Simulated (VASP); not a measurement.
Here is a VASP 6.6.1 calculation.

File INCAR:

```
SYSTEM = Hf
  PREC = Accurate
  ENCUT = 600
  EDIFF = 1E-7
  ISMEAR = 0
  SIGMA = 0.05
  LREAL = .False.
  LASPH = .True.
  NELM = 80
  ALGO = Fast
  ISIF = 4
  LWAVE = .False.
  LCHARG = .False.
  GGA = PS
  IBRION = 2
  NSW = 60
  EDIFFG = -0.01
```

The input KPOINTS:

```
regular mesh
0
Gamma
  16 16 10
  0 0 0
```

File POSCAR:

```
Hf
1.0
    3.0705400136      0.0000000000      0.0000000000
   -1.5352700068      2.6591656551      0.0000000000
    0.0000000000      0.0000000000      4.8681680062
Hf
2
Direct
    0.3333333333      0.6666666667      0.2500000000
    0.6666666667      0.3333333333      0.7500000000
```

Potentials or basis: VASP PAW PBE potentials, release 64 (Hf_pv).

Launch:

```console
$ cat potpaw_PBE.64/Hf_pv/POTCAR > POTCAR
$ mpirun -np 1 vasp_std > vasp.out
```

(1) Estimate the band gap on the k mesh.

Answers

(1) zero (bands 10 and 11 overlap by 1.64 eV).

Caveat: spin-orbit coupling is left out, which moves the levels of the heavy elements.
